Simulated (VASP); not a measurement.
# MgS: dielectric tensor with PBE

MgS:

```
Mg S
1.0
     0.00000    2.60440    2.60440
     2.60440    0.00000    2.60440
     2.60440    2.60440    0.00000
Mg S
1 1
Direct
  0.00000 0.00000 0.00000
  0.50000 0.50000 0.50000
```

```json
{"Program": "VASP 6.6.1", "Task": "dielectric tensor", "Functional": "PBE", "Potentials or basis": "VASP PAW PBE potentials, release 64 (Mg, S)", "Cutoff": "520 eV", "k mesh": "9 × 9 × 9", "Occupations": "gaussian, width 0.01 eV", "Spin": "no spin polarisation", "Dipole correction": "no", "Further INCAR settings": "ALGO = Normal; EDIFF = 1e-08"}
```

- Band gap on the k mesh: 2.90 eV (least direct gap 3.69 eV)
- Electronic dielectric tensor (diagonal): 5.39
- Born charges (mean of the diagonal): Mg +2.33; S -2.33 e

Levels at points of the mesh, in eV from the valence-band top:
```
           k point  band 2  band 3  band 4  band 5  band 6  band 7
(0.00, 0.00, 0.00)    0.00    0.00    0.00    3.69    7.96    7.96
```

Electronic dielectric tensor:
```
5.39 0.00 0.00
0.00 5.39 0.00
0.00 0.00 5.39
```

Born effective charge tensors (e):
atom 1, Mg
```
2.33 0.00 0.00
0.00 2.33 0.00
0.00 0.00 2.33
```
atom 2, S
```
-2.33  0.00  0.00
 0.00 -2.33  0.00
 0.00  0.00 -2.33
```

It took 60 s on 1 thread of Intel(R) Xeon(R) 6975P-C (Granite Rapids) (shared host), peak memory 0.21 GiB.

Caveat: an odd mesh through Γ misses points on the zone boundary, where band edges can lie.
